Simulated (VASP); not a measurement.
# BeAl15HN16 (a cell with a defect) in VASP: relaxation of the atoms with PBE

Aim: the relaxation of the atoms of BeAl15HN16 (a cell with a defect) with PBE.

Everything below comes from runs of VASP 6.6.1. Logs are shortened: lines on timing, memory, paths and dates and some standing lists are left out, and cuts for length are marked.

## Step 1: The cell of the first run

The cell holds a defect, 33 atoms: a = 6.260 Å, b = 6.260 Å, c = 10.035 Å, α = 90.00°, β = 90.00°, γ = 120.00°.

## Step 2: Relaxation of the atoms, PBE

The input, INCAR:

```
PREC     = Accurate       # precision mode
ENCUT    = 520            # plane-wave cutoff, eV
EDIFF    = 1E-6           # SCF threshold, eV
ISMEAR   = 0              # smearing method
SIGMA    = 0.01           # smearing width, eV
LREAL    = Auto         
LASPH    = True           # aspherical terms in the spheres
NELM     = 60             # most SCF steps
ALGO     = Normal         # electronic algorithm
ISIF     = 2              # what is computed and relaxed
LWAVE    = False          # write WAVECAR
LCHARG   = False          # write CHGCAR
GGA      = PE             # functional
IBRION   = 2              # ionic algorithm
NSW      = 100            # ionic steps
EDIFFG   = -0.03          # ionic threshold
```

The input, KPOINTS:

```
Automatic mesh
0
Gamma
  1 1 1
  0.25 0.25 0.25
```

The input, POSCAR:

```
BeAl15HN16
1.0
    6.2595139300      0.0000000600      0.0000000000
   -3.1297570200      5.4208980500      0.0000000000
    0.0000000000      0.0000000000     10.0348065100
Al Be N H
15 1 16 1
Direct
    0.3333333300      0.1666666700      0.2496176900
    0.3333333300      0.1666666700      0.7496176900
    0.1666666700      0.3333333300      0.9996176900
    0.3333333300      0.6666666700      0.2496176900
    0.1666666700      0.8333333300      0.4996176900
    0.3333333300      0.6666666700      0.7496176900
    0.1666666700      0.8333333300      0.9996176900
    0.8333333300      0.1666666700      0.2496176900
    0.6666666700      0.3333333300      0.4996176900
    0.8333333300      0.1666666700      0.7496176900
    0.6666666700      0.3333333300      0.9996176900
    0.8333333300      0.6666666700      0.2496176900
    0.6666666700      0.8333333300      0.4996176900
    0.8333333300      0.6666666700      0.7496176900
    0.6666666700      0.8333333300      0.9996176900
    0.1666666700      0.3333333300      0.4996176900
    0.3333333300      0.1666666700      0.4403823100
    0.1666666700      0.3333333300      0.1903823100
    0.3333333300      0.1666666700      0.9403823100
    0.1666666700      0.3333333300      0.6903823100
    0.3333333300      0.6666666700      0.4403823100
    0.1666666700      0.8333333300      0.1903823100
    0.3333333300      0.6666666700      0.9403823100
    0.1666666700      0.8333333300      0.6903823100
    0.8333333300      0.1666666700      0.4403823100
    0.6666666700      0.3333333300      0.1903823100
    0.8333333300      0.1666666700      0.9403823100
    0.6666666700      0.3333333300      0.6903823100
    0.8333333300      0.6666666700      0.4403823100
    0.6666666700      0.8333333300      0.1903823100
    0.8333333300      0.6666666700      0.9403823100
    0.6666666700      0.8333333300      0.6903823100
    0.4236020000      0.0763980000      0.4082460000
```

Potentials or basis: VASP PAW PBE potentials, release 64 (Al, Be, N, H).

On the command line:

```bash
cat potpaw_PBE.64/Al/POTCAR potpaw_PBE.64/Be/POTCAR potpaw_PBE.64/N/POTCAR potpaw_PBE.64/H/POTCAR > POTCAR
mpirun -np 1 vasp_std > vasp.out
```

OUTCAR:

```text
PREC = Accurate
   ENCUT = 520
   EDIFF = 1E-6
   ISMEAR = 0
   LREAL = Auto
   LASPH = True
   NELM = 60
   ISIF = 2
   GGA = PE
   IBRION = 2
   NSW = 100
   EDIFFG = -0.03

 ion  position               nearest neighbor table
   1  0.333  0.167  0.250-  33 1.87  18 1.90  26 1.90  22 1.90  17 1.91   3 3.09  11 3.09   9 3.09
                             7 3.09   5 3.09  12 3.13  12 3.13   8 3.13   8 3.13   4 3.13   4 3.13
   2  0.333  0.167  0.750-  20 1.90  28 1.90  24 1.90  19 1.91   3 3.09   9 3.09  11 3.09   5 3.09
                             7 3.09  14 3.13  14 3.13  10 3.13  10 3.13   6 3.13   6 3.13
   3  0.167  0.333  1.000-  19 1.90  27 1.90  23 1.90  18 1.91   1 3.09   2 3.09   8 3.09  10 3.09
                             4 3.09   6 3.09  15 3.13  15 3.13  11 3.13  11 3.13   7 3.13   7 3.13
   4  0.333  0.667  0.250-  22 1.90  30 1.90  18 1.90  21 1.91   5 3.09   7 3.09  13 3.09  15 3.09
                             3 3.09   8 3.13   8 3.13  12 3.13  12 3.13   1 3.13   1 3.13
   5  0.167  0.833  0.500-  33 1.82  21 1.90  29 1.90  17 1.90  24 1.91   6 3.09   4 3.09  14 3.09
                            12 3.09   2 3.09   1 3.09   9 3.13   9 3.13  13 3.13  13 3.13
   6  0.333  0.667  0.750-  24 1.90  32 1.90  20 1.90  23 1.91   5 3.09   7 3.09  13 3.09  15 3.09
                             3 3.09  10 3.13  10 3.13  14 3.13  14 3.13   2 3.13   2 3.13
   7  0.167  0.833  1.000-  23 1.90  31 1.90  19 1.90  22 1.91   4 3.09   6 3.09  12 3.09  14 3.09
                             1 3.09   2 3.09  11 3.13  11 3.13  15 3.13  15 3.13   3 3.13   3 3.13
   8  0.833  0.167  0.250-  26 1.90  18 1.90  30 1.90  25 1.91   9 3.09  11 3.09   3 3.09  13 3.09
                            15 3.09   4 3.13   4 3.13   1 3.13   1 3.13  12 3.13  12 3.13
   9  0.667  0.333  0.500-  33 1.82  25 1.90  17 1.90  29 1.90  28 1.91  10 3.09   8 3.09   2 3.09
                             1 3.09  14 3.09  12 3.09   5 3.13   5 3.13  13 3.13  13 3.13
  10  0.833  0.167  0.750-  28 1.90  20 1.90  32 1.90  27 1.91   9 3.09  11 3.09   3 3.09  13 3.09
                            15 3.09   6 3.13   6 3.13   2 3.13   2 3.13  14 3.13  14 3.13
  11  0.667  0.333  1.000-  27 1.90  19 1.90  31 1.90  26 1.91   8 3.09  10 3.09   1 3.09   2 3.09
                            12 3.09  14 3.09   7 3.13   7 3.13   3 3.13   3 3.13  15 3.13  15 3.13
  12  0.833  0.667  0.250-  30 1.90  22 1.90  26 1.90  29 1.91  13 3.09  15 3.09   5 3.09   7 3.09
                             9 3.09  11 3.09   1 3.13   1 3.13   4 3.13   4 3.13   8 3.13   8 3.13
  13  0.667  0.833  0.500-  29 1.90  21 1.90  25 1.90  32 1.91  12 3.09  14 3.09   4 3.09   6 3.09
                             8 3.09  10 3.09   5 3.13   5 3.13   9 3.13   9 3.13
  14  0.833  0.667  0.750-  32 1.90  24 1.90  28 1.90  31 1.91  13 3.09  15 3.09   5 3.09   7 3.09
                             9 3.09  11 3.09   2 3.13   2 3.13   6 3.13   6 3.13  10 3.13  10 3.13
  15  0.667  0.833  1.000-  31 1.90  23 1.90  27 1.90  30 1.91  12 3.09  14 3.09   4 3.09   6 3.09
                             8 3.09  10 3.09   3 3.13   3 3.13   7 3.13   7 3.13  11 3.13  11 3.13
  16  0.167  0.333  0.500-  17 1.90  25 1.90  21 1.90  20 1.91
  17  0.333  0.167  0.440-  33 1.03  16 1.90   9 1.90   5 1.90   1 1.91
  18  0.167  0.333  0.190-   1 1.90   8 1.90   4 1.90   3 1.91
  19  0.333  0.167  0.940-   3 1.90  11 1.90   7 1.90   2 1.91
  20  0.167  0.333  0.690-   2 1.90  10 1.90   6 1.90  16 1.91
  21  0.333  0.667  0.440-   5 1.90  13 1.90  16 1.90   4 1.91
  22  0.167  0.833  0.190-   4 1.90  12 1.90   1 1.90   7 1.91
  23  0.333  0.667  0.940-   7 1.90  15 1.90   3 1.90   6 1.91
[... 8 lines left out ...]
  32  0.667  0.833  0.690-  14 1.90   6 1.90  10 1.90  13 1.91
  33  0.424  0.076  0.408-  17 1.03   5 1.82   9 1.82   1 1.87

  LATTYP: Found a hexagonal cell.
 ALAT       =     6.2595139300
 C/A-ratio  =     1.6031287129

  Lattice vectors:

 A1 = (   6.2595139300,   0.0000000600,   0.0000000000)
 A2 = (  -3.1297570200,   5.4208980500,   0.0000000000)
 A3 = (   0.0000000000,   0.0000000000,  10.0348065100)

Analysis of symmetry for initial positions (statically):
=====================================================================
 Subroutine PRICEL returns:
 Original cell was already a primitive cell.

 Routine SETGRP: Setting up the symmetry group for a
 hexagonal supercell.

 Subroutine GETGRP returns: Found  2 space group operations
 (whereof  1 operations were pure point group operations)
 out of a pool of 24 trial point group operations.

The static configuration has the point symmetry C_1 .
 The point group associated with its full space group is C_1h.

Analysis of symmetry for dynamics (positions and initial velocities):
=====================================================================
 Subroutine PRICEL returns:
 Original cell was already a primitive cell.

 Routine SETGRP: Setting up the symmetry group for a
 hexagonal supercell.

 Subroutine GETGRP returns: Found  2 space group operations
 (whereof  1 operations were pure point group operations)
 out of a pool of 24 trial point group operations.

The dynamic configuration has the point symmetry C_1 .
 The point group associated with its full space group is C_1h.

[... 123 lines left out ...]
   dimension x,y,z NGX =    48 NGY =   48 NGZ =   80
   dimension x,y,z NGXF=    96 NGYF=   96 NGZF=  160
   ions per type =              15   1  16   1
   NGX,Y,Z   is equivalent  to a cutoff of  12.75, 12.75, 13.25 a.u.
   NGXF,Y,Z  is equivalent  to a cutoff of  25.50, 25.50, 26.51 a.u.
 SYSTEM =  unknown system
   PREC   = accura    normal or accurate (medium, high low for compatibility)
   ISTART =      0    job   : 0-new  1-cont  2-samecut
   ICHARG =      2    charge: 1-file 2-atom 10-const
   ISPIN  =      1    spin polarized calculation?
   LNONCOLLINEAR =      F non collinear calculations
   LSORBIT =      F    spin-orbit coupling
   LASPH  =      T    aspherical Exc in radial PAW
   ENCUT  =  520.0 eV  38.22 Ry    6.18 a.u.  11.64 11.64 18.66*2*pi/ulx,y,z
   NELM   =     60;   NELMIN=  2; NELMDL= -5     # of ELM steps
   EDIFF  = 0.1E-05   stopping-criterion for ELM
   LREAL  =      T    real-space projection
   EDIFFG = -.3E-01   stopping-criterion for IOM
   NSW    =    100    number of steps for IOM
   IBRION =      2    ionic relax: 0-MD 1-quasi-New 2-CG
   NFREE  =      1    steps in history (QN), initial steepest desc. (CG)
   ISIF   =      2    stress and relaxation
   ISYM   =      2    0-nonsym 1-usesym 2-fastsym
   POTIM  = 0.5000    time-step for ionic-motion
   TEBEG  =    0.0;   TEEND  =   0.0 temperature during run
   PSTRESS=    0.0 pullay stress
   NELECT =     128.0000    total number of electrons
   NUPDOWN=      -1.0000    fix difference up-down
   EMIN   =  10.00;   EMAX   =-10.00  energy-range for DOS
   EFERMI =   0.00;   METHOD = LEGACY
   ISMEAR =     0;   SIGMA  =   0.01  broadening in eV -4-tet -1-fermi 0-gaus
   EFERMI_NEDOS =   21; number of points for ismear=-14 and -15
   IALGO  =     38    algorithm
   IMIX   =      4    mixing-type and parameters
     AMIX     =   0.40;   BMIX     =  1.00
     AMIX_MAG =   1.60;   BMIX_MAG =  1.00
  volume/ion in A,a.u.               =      10.32        69.63
  Fermi-wavevector in a.u.,A,eV,Ry     =   1.181511  2.232733 18.993310  1.395969
  Thomas-Fermi vector in A             =   2.317783
   LORBIT       =      0    0 simple, 1 ext, 2 COOP (PROOUT), +10 PAW based schemes
   GGA     = PE    functional components
   LHFCALC =     F    Hartree Fock is set to
   AEXX    =    0.0000 exact exchange contribution
   IVDW    =     0    specifies the selected vdW correction
   LEPSILON=     F    determine dielectric tensor
   LRPA    =     F    only Hartree local field effects (RPA)
 conjugate gradient relaxation of ions
 non-spin polarized calculation
 Gauss-broadening in eV      SIGMA  =   0.01
  energy-cutoff  :      520.00
  volume of cell :      340.50
 maximum number of plane-waves:      9148
 NGX is ok and might be reduce to    48
   NGX = 23   NGY = 23   NGZ = 37

--------------------------------------- Ionic step        1  -------------------------------------------

 number of electron     127.9999981 magnetization

 Free energy of the ion-electron system (eV)
  ---------------------------------------------------
  ext. energy  EPLUGINS =         0.00000000
  ---------------------------------------------------
  free energy    TOTEN  =      -241.32083456 eV

  energy without entropy =     -241.32083456  energy(sigma->0) =     -241.32083456

------------------------ aborting loop because EDIFF is reached ----------------------------------------

  FORCE on cell =-STRESS in cart. coord.  units (eV):
  Direction    XX          YY          ZZ          XY          YZ          ZX
  --------------------------------------------------------------------------------------
  -------------------------------------------------------------------------------------
  Total       -6.5862041     -4.5246444      4.0927328      1.7853630     -0.5754078      0.9966356
  in kB      -30.9902380    -21.2899275     19.2576426      8.4007150     -2.7074814      4.6894954
  external PRESSURE =     -11.0075076 kB  Pullay stress =       0.0000000 kB
[... 182 lines left out ...]
  FREE ENERGIE OF THE ION-ELECTRON SYSTEM (eV)
  ---------------------------------------------------
  free  energy   TOTEN  =      -241.9849064867 eV

  energy  without entropy=     -241.9849064867  energy(sigma->0) =     -241.98490649

[... ionic steps 4 to 23 ...]

--------------------------------------- Ionic step       24  -------------------------------------------

 number of electron     128.0000000 magnetization

------------------------ aborting loop because EDIFF is reached ----------------------------------------
[... 129 lines left out ...]
--------------------------------------- Ionic step       26  -------------------------------------------

 number of electron     128.0000000 magnetization

 Free energy of the ion-electron system (eV)
  ---------------------------------------------------
  ext. energy  EPLUGINS =         0.00000000
  ---------------------------------------------------
  free energy    TOTEN  =      -242.47842906 eV

  energy without entropy =     -242.47842906  energy(sigma->0) =     -242.47842906

 E-fermi :   5.4321     XC(G=0): -10.7922

 val. band max:        5.3755058802   @ k =  -0.2500   0.5000   0.2500
 cond. band min:      10.7773749442   @ k =   0.2500   0.2500   0.2500
 fundamental gap:      5.4018690641
 Fermi energy:         5.4321046378

 k-point     1 :       0.2500    0.2500    0.2500
  band No.  band energies     occupation
      1      -9.8055      2.00000
      2      -8.6508      2.00000
      3      -8.3058      2.00000
      4      -8.0437      2.00000
      5      -7.9921      2.00000
      6      -7.7444      2.00000
[... 226 lines left out ...]
     75      12.6640      0.00000
     76      12.7919      0.00000
 [bands above 76 left out]

------------------------ aborting loop because EDIFF is reached ----------------------------------------

  FORCE on cell =-STRESS in cart. coord.  units (eV):
  Direction    XX          YY          ZZ          XY          YZ          ZX
  --------------------------------------------------------------------------------------
  -------------------------------------------------------------------------------------
  Total       -4.4582618     -4.7617973      4.6947300     -0.2628694      0.4165630     -0.7215093
  in kB      -20.9775754    -22.4058089     22.0902356     -1.2368865      1.9600647     -3.3949365
  external PRESSURE =      -7.0977163 kB  Pullay stress =       0.0000000 kB
[... 48 lines left out ...]
  FREE ENERGIE OF THE ION-ELECTRON SYSTEM (eV)
  ---------------------------------------------------
  free  energy   TOTEN  =      -242.4784290617 eV

  energy  without entropy=     -242.4784290617  energy(sigma->0) =     -242.47842906

 reached required accuracy - stopping structural energy minimisation
```

It took 54 min on 1 thread of AMD EPYC 7R13 (Zen 3), shared host; peak memory 0.49 GiB.

What came out:

```
Free energy                  : -242.4784 eV
Energy gained by relaxing    : 35.1 meV/atom
Ionic steps                  : 26
Pressure after relaxing      : -0.7 GPa
Largest force after relaxing : 0.020 eV/Å
Band gap on the k mesh       : 5.40 eV
```

Forces in eV/Å, atoms in the order of the input:
```
Al   0.003 -0.002  0.000
Al   0.006 -0.003  0.005
Al  -0.011  0.006  0.009
Al   0.006 -0.007 -0.003
Al   0.000  0.002  0.000
Al  -0.004  0.001 -0.002
Al   0.009  0.005  0.006
Al   0.009 -0.002 -0.003
Al  -0.002 -0.001  0.000
Al  -0.003  0.003 -0.002
Al   0.001 -0.010  0.006
Al   0.009 -0.005 -0.017
Al   0.011 -0.007 -0.010
Al  -0.007  0.004  0.008
Al  -0.012  0.007  0.011
Be  -0.014  0.008 -0.009
N    0.015 -0.009 -0.002
N   -0.006  0.003 -0.003
N   -0.007  0.004 -0.005
N    0.000  0.000  0.001
N    0.004 -0.004  0.000
N    0.007  0.007  0.012
N   -0.003  0.001  0.002
N   -0.008  0.003 -0.001
N    0.005 -0.001  0.000
N   -0.002 -0.010  0.012
N   -0.003  0.002  0.002
N   -0.007  0.006 -0.001
N    0.007 -0.004 -0.018
N    0.007 -0.004  0.007
N   -0.003  0.002  0.008
N   -0.003  0.002 -0.018
H   -0.005  0.003  0.008
```

Step by step:
```tsv
step	energy change (eV)	largest force (eV/Å)	pressure (GPa)
1	0.0000	3.3852	-1.10
2	-0.5080	2.7338	-1.46
3	-0.6641	1.9357	-1.54
4	-0.8114	2.3280	-1.01
5	-0.8232	1.5191	-1.15
6	-0.9277	0.8391	-1.43
7	-0.9284	0.9468	-1.45
8	-1.0019	0.5270	-1.33
9	-1.0156	0.7762	-1.22
10	-1.0770	0.3372	-1.16
11	-1.0965	0.5397	-1.08
12	-1.1254	0.3093	-0.85
13	-1.1272	0.4722	-0.77
14	-1.1396	0.2774	-0.81
15	-1.1397	0.2569	-0.81
16	-1.1483	0.1130	-0.75
17	-1.1494	0.1274	-0.72
18	-1.1530	0.0589	-0.73
19	-1.1533	0.0963	-0.73
20	-1.1548	0.1043	-0.69
21	-1.1548	0.1189	-0.69
22	-1.1560	0.0438	-0.71
23	-1.1563	0.0764	-0.72
24	-1.1572	0.0350	-0.71
25	-1.1573	0.0402	-0.70
26	-1.1576	0.0199	-0.71
```

Final structure:
```cif
data_structure
_symmetry_space_group_name_H-M 'P 1'
_symmetry_Int_Tables_number 1
_cell_length_a 6.2595
_cell_length_b 6.2595
_cell_length_c 10.0348
_cell_angle_alpha 90.000
_cell_angle_beta 90.000
_cell_angle_gamma 120.000
_cell_volume 340.50
loop_
_atom_site_label
_atom_site_type_symbol
_atom_site_fract_x
_atom_site_fract_y
_atom_site_fract_z
_atom_site_occupancy
Al1 Al 0.33087 0.16913 0.24141 1
Al2 Al 0.32892 0.17108 0.74700 1
Al3 Al 0.16498 0.33502 0.99839 1
Al4 Al 0.32894 0.66207 0.25378 1
Al5 Al 0.15559 0.81895 0.50503 1
Al6 Al 0.33173 0.66590 0.74852 1
Al7 Al 0.16551 0.83365 0.99870 1
Al8 Al 0.83793 0.17106 0.25378 1
Al9 Al 0.68105 0.34441 0.50503 1
Al10 Al 0.83410 0.16827 0.74852 1
Al11 Al 0.66635 0.33449 0.99870 1
Al12 Al 0.83219 0.66781 0.24939 1
Al13 Al 0.66597 0.83403 0.50198 1
Al14 Al 0.83063 0.66937 0.75265 1
Al15 Al 0.66445 0.83555 0.00138 1
Be1 Be 0.13674 0.36326 0.51466 1
N1 N 0.36073 0.13927 0.43035 1
N2 N 0.16562 0.33438 0.18799 1
N3 N 0.33168 0.16832 0.93853 1
N4 N 0.16381 0.33619 0.68285 1
N5 N 0.32506 0.65222 0.44429 1
N6 N 0.16521 0.83212 0.18864 1
N7 N 0.33234 0.66761 0.93879 1
N8 N 0.16339 0.83448 0.69175 1
N9 N 0.84778 0.17493 0.44429 1
N10 N 0.66788 0.33479 0.18864 1
N11 N 0.83239 0.16766 0.93879 1
N12 N 0.66552 0.33661 0.69175 1
N13 N 0.83198 0.66802 0.43977 1
N14 N 0.66430 0.83570 0.19261 1
N15 N 0.83125 0.66875 0.94121 1
N16 N 0.66528 0.83472 0.69098 1
H1 H 0.45343 0.04657 0.39805 1
```

Levels at points of the mesh, in eV from the valence-band top:
| k point | band 61 | band 62 | band 63 | band 64 | band 65 | band 66 | band 67 | band 68 |
| --- | --- | --- | --- | --- | --- | --- | --- | --- |
| (0.25, 0.25, 0.25) | -0.39 | -0.30 | -0.27 | -0.05 | 5.40 | 6.08 | 6.27 | 6.42 |

Caveat: the k points lie up to 0.58 Å⁻¹ apart.
